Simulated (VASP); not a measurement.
A run of VASP 6.6.1 is set up as follows.

Contents of INCAR:

```
SYSTEM = Cl
  PREC = Accurate
  ENCUT = 520
  EDIFF = 1E-6
  ISMEAR = -1
  SIGMA = 0.1
  LREAL = .FALSE.
  LASPH = .TRUE.
  NELM = 100
  ALGO = Normal
  ISIF = 2
  LWAVE = .FALSE.
  LCHARG = .FALSE.
  GGA = PE
  NBANDS = 10
```

Contents of KPOINTS:

```
regular mesh
0
G
  15 15 15
  0 0 0
```

POSCAR

```
Cl
1.0
    2.4834155033      0.0000000000      0.0000000000
    0.0000000000      2.4834155033      0.0000000000
    0.0000000000      0.0000000000      2.4834155033
Cl
1
Direct
    0.0000000000      0.0000000000      0.0000000000
```

Potentials or basis: VASP PAW PBE potentials, release 64 (Cl).

Launch:

```sh
$ cat potpaw_PBE.64/Cl/POTCAR > POTCAR
$ mpirun -np 1 vasp_std > vasp.out
```

(1) What does it give for the pressure?

## Answers

(1) 41.9 GPa.

Caveat: an odd number of electrons without spin polarisation forces a metal; a magnetic or distorted state may lie lower.
